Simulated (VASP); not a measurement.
Set up this calculation in VASP 6.6.1, as the native input.

* Task: single point
* Functional: PBE
* Potentials or basis: VASP PAW PBE potentials, release 64 (Pt, S)
* Cutoff: 520 eV
* k mesh: 6 × 6 × 2
* Occupations: gaussian, width 0.1 eV
* Spin: collinear spin
* Starting moments: [1.0, 1.0, 0.0, 0.0, 0.0, 0.0] μB
* Dipole correction: no
* Further INCAR settings: ALGO = Normal; EDIFF = 1e-07; NBANDS = 35

The structure of PtS2 lies in POSCAR:

```
PtS2
1.0
    3.9108626100      0.0000000000      0.0000000000
   -1.9554313000      3.3869063700      0.0000000000
    0.0000000000      0.0000000000     10.3080288100
Pt S
2 4
Direct
    0.3333333300      0.6666666700      0.6960402300
    0.6666666700      0.3333333300      0.1960402300
    0.3333333300      0.6666666700      0.0328146300
    0.6666666700      0.3333333300      0.5328146300
    0.3333333300      0.6666666700      0.3783356100
    0.6666666700      0.3333333300      0.8783356100
```

The cell was built from a structure type or drawn by symmetry, and may not be a known phase.

These files were run (other wordings do the same):

INCAR

```
PREC     = Accurate       # precision mode
ENCUT    = 520            # plane-wave cutoff, eV
EDIFF    = 1E-7           # SCF threshold, eV
ISMEAR   = 0              # smearing method
SIGMA    = 0.1            # smearing width, eV
LREAL    = False          # projectors in reciprocal space
LASPH    = True           # aspherical terms in the spheres
NELM     = 150            # most SCF steps
ALGO     = Normal         # electronic algorithm
ISIF     = 2              # what is computed and relaxed
LWAVE    = False          # write WAVECAR
LCHARG   = False          # write CHGCAR
ISPIN    = 2              # spin polarisation
MAGMOM   = 1 1 0 0 0 0    # initial moments
LORBIT   = 11             # projections on sites
LMAXMIX  = 4              # l up to which the mixer works
GGA      = PE             # functional
NBANDS   = 35             # bands
```

KPOINTS

```
regular mesh
0
Gamma
  6 6 2
```

Potentials or basis: VASP PAW PBE potentials, release 64 (Pt, S).

Command:

```console
$ cat potpaw_PBE.64/Pt/POTCAR potpaw_PBE.64/S/POTCAR > POTCAR
$ mpirun -np 1 vasp_std > vasp.out
```

It gave:

```yaml
Pressure: -15.8 GPa
Largest_force: 1.980 eV/Å
Band_gap_on_the_k_mesh: zero (filled and empty bands overlap)
Net_moment: 0.00 μB per cell
Valence_electrons_inside_the_program's_atomic_spheres: Pt 8.69; S 3.44, 3.46 (each value once)
```

Caveat: the cell stands under tension; spin-orbit coupling is left out, which moves the levels of the heavy elements; forces of over 1 eV/Å act on the atoms, so gaps and moduli don't describe the material at rest.

It took 73 s on 1 thread of Intel(R) Xeon(R) 6975P-C (Granite Rapids), on a shared host, peak memory 0.36 GiB.
